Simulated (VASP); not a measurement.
Runs of VASP 6.6.1 on ScAlN2. The structure is that of space group P-3m1 (No. 164), or close to it. The cells are those of the table. 

| task | cell | k mesh | cutoff (eV) | smearing | gap on the mesh (eV) | pressure (GPa) | relaxed volume (Å³/atom) | largest force (eV/Å) |
| --- | --- | --- | --- | --- | --- | --- | --- | --- |
| relaxation of cell and atoms | relaxed from a = 3.011, b = 3.011, c = 5.211 Å, angles 90.0, 90.0, 120.0°, 4 atoms | 12 × 12 × 6 | 600 | gaussian 0.02 eV | 0.90 | 0.0 | 10.24 | 0.01 |
| single point | a = 3.010, b = 3.010, c = 5.212 Å, angles 90.0, 90.0, 120.0°, 4 atoms | 12 × 12 × 6 | 520 | gaussian 0.02 eV | 0.91 | 0.5 | - | (a) |
| relaxation of cell and atoms | relaxed from a = 3.079, b = 3.079, c = 5.590 Å, angles 90.0, 90.0, 120.0°, 4 atoms | 6 × 6 × 4 | 600 | gaussian 0.1 eV | 0.90 | -0.2 | 10.25 | 0.01 |
| single point | a = 3.079, b = 3.079, c = 5.590 Å, angles 90.0, 90.0, 120.0°, 4 atoms | 6 × 6 × 4 | 520 | gaussian 0.1 eV | 1.09 | (b) | - | 2.89 |
| single point | a = 3.011, b = 3.011, c = 5.211 Å, angles 90.0, 90.0, 120.0°, 4 atoms | 6 × 6 × 4 | 520 | gaussian 0.1 eV | 0.91 | 0.5 | - | 0.06 |

Alike in all rows: level PBE; potentials or basis VASP PAW PBE potentials, release 64 (Sc_sv, Al, N); no spin polarisation.

Fill in the values left out.

(a) 0.07; (b) -12.7.

Caveats: forces of over 1 eV/Å act on the atoms, so gaps and moduli don't describe the material at rest (some runs).

A k mesh can miss the band edges.
